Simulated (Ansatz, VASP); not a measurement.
## Two plane-wave programs on HfC

The input INCAR:

```
PREC = Accurate
ENCUT = 600
EDIFF = 1E-6
ISMEAR = 0
SIGMA = 0.1
LREAL = False
LASPH = True
NELM = 60
ALGO = Normal
ISIF = 3
LWAVE = False
LCHARG = False
GGA = PS
IBRION = 2
NSW = 65
EDIFFG = -0.01
```

File KPOINTS:

```
Automatic mesh
0
Gamma
  12 12 3
```

Contents of POSCAR:

```
HfC
1.0
    3.2582291144      0.0000000000      0.0000000000
   -1.6291145572      2.8217091844      0.0000000000
    0.0000000000      0.0000000000     15.9576747112
Hf C
6 6
Direct
    0.0000000000      0.0000000000      0.0000000000
    0.3333333333      0.6666666667      0.1666666667
    0.6666666667      0.3333333333      0.3333333333
    0.0000000000      0.0000000000      0.5000000000
    0.6666666667      0.3333333333      0.6666666667
    0.3333333333      0.6666666667      0.8333333333
    0.6666666667      0.3333333333      0.0833333333
    0.0000000000      0.0000000000      0.2500000000
    0.3333333333      0.6666666667      0.4166666667
    0.3333333333      0.6666666667      0.5833333333
    0.0000000000      0.0000000000      0.7500000000
    0.6666666667      0.3333333333      0.9166666667
```

Input for Ansatz:

```yaml
crystal:
  lattice:
    - [3.2582291144, 0.0, 0.0]
    - [-1.6291145572, 2.8217091844, 0.0]
    - [0.0, 0.0, 15.9576747112]
  atoms:
    - { symbol: Hf, position: [0.0, 0.0, 0.0] }
    - { symbol: C, position: [0.6666666667, 0.3333333333, 0.0833333333] }
    - { symbol: Hf, position: [0.3333333333, 0.6666666667, 0.1666666667] }
    - { symbol: C, position: [0.0, 0.0, 0.25] }
    - { symbol: Hf, position: [0.6666666667, 0.3333333333, 0.3333333333] }
    - { symbol: C, position: [0.3333333333, 0.6666666667, 0.4166666667] }
    - { symbol: Hf, position: [0.0, 0.0, 0.5] }
    - { symbol: C, position: [0.3333333333, 0.6666666667, 0.5833333333] }
    - { symbol: Hf, position: [0.6666666667, 0.3333333333, 0.6666666667] }
    - { symbol: C, position: [0.0, 0.0, 0.75] }
    - { symbol: Hf, position: [0.3333333333, 0.6666666667, 0.8333333333] }
    - { symbol: C, position: [0.6666666667, 0.3333333333, 0.9166666667] }
basis:
  ecutwfc: 420
kpoints:
  mp_grid: { grid: [12, 12, 3] }
hamiltonian:
  xc: pbesol
scf:
  occupations: { method: gaussian, width: 0.1 }
output:
  forces: true
  stress: true
  eigenvalues: true
  populations: true
  write_density: true
  write_potential: true
  elf: true
  volumetric_format: npy
relax:
  adjacent_minimum: "off"
  f_tol: 0.01
  max_steps: 45
  cell: { stress_tol: 0.05 }
```

Alike in both runs: task relaxation of cell and atoms; functional PBEsol; k mesh 12 × 12 × 3; occupations gaussian, width 0.1 eV; no spin polarisation.

|  | VASP | Ansatz |
| --- | --- | --- |
| version | VASP 6.6.1 | Ansatz 0.2.0 |
| potentials or method | VASP PAW PBE potentials, release 64 (Hf_pv, C), cutoff 600 eV | scalar-relativistic, plane waves, PAW |
| valence electrons in the cell | 84 | 180 |

VASP gave:

| Item | Value |
| --- | --- |
| gap on the k mesh at the Fermi level, each at its own relaxed structure (eV) | none |
| relaxed volume (Å³/atom) | 12.21 |
| relaxed cell length with the largest relative difference (Å) | 15.898 |

Estimate Ansatz's values.

gap on the k mesh at the Fermi level, each at its own relaxed structure (eV): none; relaxed volume (Å³/atom): 12.23; relaxed cell length with the largest relative difference (Å): 15.909.

VASP's potentials were made for PBE, not for PBEsol. A gap of «none» marks a metal or a gap that the smearing closes. VASP's potentials hold 84 valence electrons a cell and Ansatz's 180, so a difference there can come from the potentials and not from the codes.

Spin-orbit coupling is off throughout.
